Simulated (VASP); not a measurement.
Runs of VASP 6.6.1 on SnSe2. The structure is that of space group Fm-3m (No. 225), or close to it. The cells are those of the table. 

```tsv
task	cell	gap on the mesh (eV)	pressure (GPa)
relaxation of cell and atoms	relaxed to 20 GPa from a = 4.561 Å, angles 60.0°, 3 atoms	none	19.9
relaxation of cell and atoms	relaxed to 10 GPa from a = 4.561 Å, angles 60.0°, 3 atoms	none	10.0
single point	a = 4.491 Å, angles 60.0°, 3 atoms	none	20.1
relaxation of cell and atoms	relaxed from a = 4.561 Å, angles 60.0°, 3 atoms	none	0.1
single point	a = 4.633 Å, angles 60.0°, 3 atoms	none	10.1
relaxation of cell and atoms	relaxed to 5 GPa from a = 4.561 Å, angles 60.0°, 3 atoms	none	4.9
single point	a = 4.728 Å, angles 60.0°, 3 atoms	none	5.1
single point	a = 4.871 Å, angles 60.0°, 3 atoms	none	(a)
```

Alike in all rows: level PBE; potentials or basis VASP PAW PBE potentials, release 64 (Sn_d, Se); no spin polarisation; k mesh 6 × 6 × 6; cutoff (eV) 500; smearing fermi-dirac 0.02 eV.

Estimate the missing entries.

(a) 0.0.

Caveats: spin-orbit coupling is left out, which moves the levels of the heavy elements; the cell is relaxed towards a set pressure, so the run minimises the enthalpy, not the energy (at least some runs); the cell stands under pressure (at least some runs).

A k mesh can miss the band edges, and the runs leave out spin-orbit coupling on Se, Sn.

A gap of «none» marks levels without a gap at the run's occupations.
